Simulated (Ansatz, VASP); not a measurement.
# Al2O3: VASP beside Ansatz

```xyz
10
Lattice="2.3796 1.3738 4.1151 -2.3796 1.3738 4.1151 0.0000 -2.7477 4.1151" Properties=species:S:1:pos:R:3 pbc="T T T"
Al    0.0000    0.0000   10.5170
Al    0.0000    0.0000    8.0007
Al    0.0000    0.0000    1.8281
Al    0.0000    0.0000    4.3445
O    -0.9214   -1.3738    5.1438
O     1.6505   -0.1111    5.1438
O    -0.7291    1.4849    5.1438
O     0.9214    1.3738    7.2013
O    -1.6505    0.1111    7.2013
O     0.7291   -1.4849    7.2013
```

Change from the starting cell: strain +0.000 along x and y, -0.050 along z, atoms carried along.

Alike in both runs: task single point; functional r2SCAN; k mesh 6 × 6 × 6; occupations gaussian, width 0.05 eV; no spin polarisation.

|  | VASP | Ansatz |
| --- | --- | --- |
| version | VASP 6.6.1 | Ansatz 0.2.0 |
| potentials or method | VASP PAW PBE potentials, release 64 (Al, O), cutoff 520 eV | scalar-relativistic, plane waves, PAW |
| valence electrons in the cell | 48 | 48 |

```tsv
	VASP	Ansatz	Ansatz less VASP
gap on the k mesh at the Fermi level (eV)	7.33	7.31	-0.017
least direct gap on the mesh (eV)	7.33	7.31	-0.017
pressure (GPa)	13.6	14.0	+0.47
traceless stress, the component that is largest in VASP (GPa)	15.11	15.12	+0.008
rms of the force components (eV/Å)	0.170	0.174	+0.0042
```

VASP's potentials were made for PBE, not for r2SCAN. Atom by atom the forces differ by 0.006 eV/Å (rms over components).
